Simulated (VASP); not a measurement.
Here is a VASP 6.6.1 calculation.

Contents of INCAR:

```
SYSTEM = Ga3Sb
ALGO     = Fast           ! electronic algorithm
EDIFF    = 1E-6           ! SCF threshold, eV
EDIFFG   = -0.01          ! ionic threshold
ENCUT    = 600            ! plane-wave cutoff, eV
GGA      = CA             ! functional
IBRION   = 2              ! ionic algorithm
ISIF     = 3              ! what is computed and relaxed
ISMEAR   = 0              ! smearing method
LASPH    = .TRUE.         ! aspherical terms in the spheres
LCHARG   = .FALSE.        ! write CHGCAR
LREAL    = .FALSE.        ! projectors in reciprocal space
LWAVE    = .FALSE.        ! write WAVECAR
NELM     = 60             ! most SCF steps
NSW      = 80             ! ionic steps
PREC     = Accurate       ! precision mode
SIGMA    = 0.1            ! smearing width, eV
```

Contents of KPOINTS:

```
k-points
0
G
  14 14 14
  0 0 0
```

File POSCAR:

```
Ga3Sb
1.0
   -2.1587990000      2.1587990000      4.7604840000
    2.1587990000     -2.1587990000      4.7604840000
    2.1587990000      2.1587990000     -4.7604840000
Ga Sb
3 1
Direct
    0.7500000000      0.2500000000      0.5000000000
    0.2500000000      0.7500000000      0.5000000000
    0.5000000000      0.5000000000      0.0000000000
    0.0000000000      0.0000000000      0.0000000000
```

Potentials or basis: VASP PAW LDA potentials, release 64 (Ga_d, Sb).

The run is started by

```bash
$ cat potpaw_LDA.64/Ga_d/POTCAR potpaw_LDA.64/Sb/POTCAR > POTCAR
$ mpirun -np 1 vasp_std > vasp.out
```

Q: What does it give for the space group after relaxing (to 0.1 Å)?

A: I4/mmm (No. 139).

Q: What does it give for the band gap on the k mesh?

A: Zero (bands 22 and 23 overlap by 4.86 eV).

Q: Estimate the relaxed cell.

A: a = 5.419 Å, b = 5.419 Å, c = 5.419 Å, α = 134.29°, β = 134.29°, γ = 66.63°.

Final structure:
```xyz
4
Lattice="-2.1046 2.1046 4.5286 2.1046 -2.1046 4.5286 2.1046 2.1046 -4.5286" Properties=species:S:1:pos:R:3 pbc="T T T"
Ga    0.0000    2.1046    2.2643
Ga    2.1046    0.0000    2.2643
Ga    0.0000    0.0000    4.5286
Sb    0.0000    0.0000    0.0000
```

Caveat: spin-orbit coupling is left out, which moves the levels of the heavy elements.
